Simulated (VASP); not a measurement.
Wanted: the native input for a VASP 6.6.1 run.

```
Task                   : single point
Functional             : PBEsol
Dispersion             : D4
Potentials or basis    : VASP PAW PBE potentials, release 64 (Ca_sv, O)
Cutoff                 : 520 eV
k mesh                 : 10 × 10 × 10
Occupations            : fermi-dirac, width 0.05 eV
Spin                   : no spin polarisation
Dipole correction      : no
Further INCAR settings : ALGO = Normal; EDIFF = 1e-07; NBANDS = 15
```

The structure of CaO lies in POSCAR:

```
CaO
1.0
    0.0000000000      2.4351850560      2.4351850560
    2.4351850560      0.0000000000      2.4351850560
    2.4351850560      2.4351850560      0.0000000000
Ca O
1 1
Direct
    0.0000000000      0.0000000000      0.0000000000
    0.5000000000      0.5000000000      0.5000000000
```

One way to write it, as run:

INCAR

```
PREC = Accurate ; ENCUT = 520
EDIFF = 1E-7 ; ISMEAR = -1
SIGMA = 0.05 ; LREAL = False
LASPH = True ; NELM = 80
ALGO = Normal ; ISIF = 2
LWAVE = False ; LCHARG = False
GGA = PS ; IVDW = 13
NBANDS = 15
```

KPOINTS

```
regular mesh
0
Gamma
  10 10 10
```

Potentials or basis: VASP PAW PBE potentials, release 64 (Ca_sv, O).

The run is started by

```sh
$ cat potpaw_PBE.64/Ca_sv/POTCAR potpaw_PBE.64/O/POTCAR > POTCAR
$ mpirun -np 1 vasp_std > vasp.out
```

Results of the run:

- Pressure: -7.1 GPa
- Band gap on the k mesh: 3.55 eV (least direct gap 3.93 eV)
- Dispersion energy per atom: -0.090 eV

Caveat: the cell stands under tension; the PAW data sets were made with another functional, which shifts forces and pressure a little.

Run time: 41 s on 1 thread of Intel Xeon 8259CL, on a shared host, peak memory 0.17 GiB.
